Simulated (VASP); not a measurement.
MgO: single point with r2SCAN

Crystal: MgO.

```
CELL_PARAMETERS angstrom
3.28822 0.00000 0.00000
-1.64411 2.84768 0.00000
0.00000 0.00000 5.03437
ATOMIC_POSITIONS crystal
Mg 0.33333 0.66667 0.99016
Mg 0.66667 0.33333 0.49016
O 0.33333 0.66667 0.38484
O 0.66667 0.33333 0.88484
```

| Item | Value |
| --- | --- |
| Program | VASP 6.6.1 |
| Task | single point |
| Functional | r2SCAN |
| Potentials or basis | VASP PAW PBE potentials, release 64 (Mg, O) |
| Cutoff | 520 eV |
| k mesh | 12 × 12 × 6 |
| Occupations | gaussian, width 0.01 eV |
| Spin | no spin polarisation |
| Dipole correction | no |
| Further INCAR settings | ALGO = Normal; EDIFF = 1e-07; NBANDS = 16 |

```
Pressure               : -0.6 GPa
Band gap on the k mesh : 4.21 eV, direct
```

Forces in eV/Å, atoms in the order of the input:
```
Mg   0.000  0.000  0.002
Mg   0.000  0.000  0.002
O    0.000  0.000 -0.002
O    0.000  0.000 -0.002
```

Levels at points of the mesh, in eV from the valence-band top:
```
           k point  band 5  band 6  band 7  band 8  band 9  band 10  band 11  band 12
(0.00, 0.00, 0.00)   -0.69   -0.38   -0.38    0.00    4.21     9.43    11.17    15.24
(0.50, 0.00, 0.00)   -1.71   -1.23   -0.79   -0.47    8.59     8.84    10.13    11.74
(0.00, 0.00, 0.50)   -0.54   -0.54   -0.54   -0.54    6.72     6.72    14.18    14.18
(0.50, 0.00, 0.50)   -0.87   -0.87   -0.70   -0.70    8.15     8.15    11.81    11.81
```

Run time: 110 s on 1 thread of AMD EPYC 9R45 96-Core Processor (Zen 5), with other jobs on the host, peak memory 0.17 GiB.

Caveat: the PAW data sets were made with another functional, which shifts forces and pressure a little. A k mesh can miss the band edges.
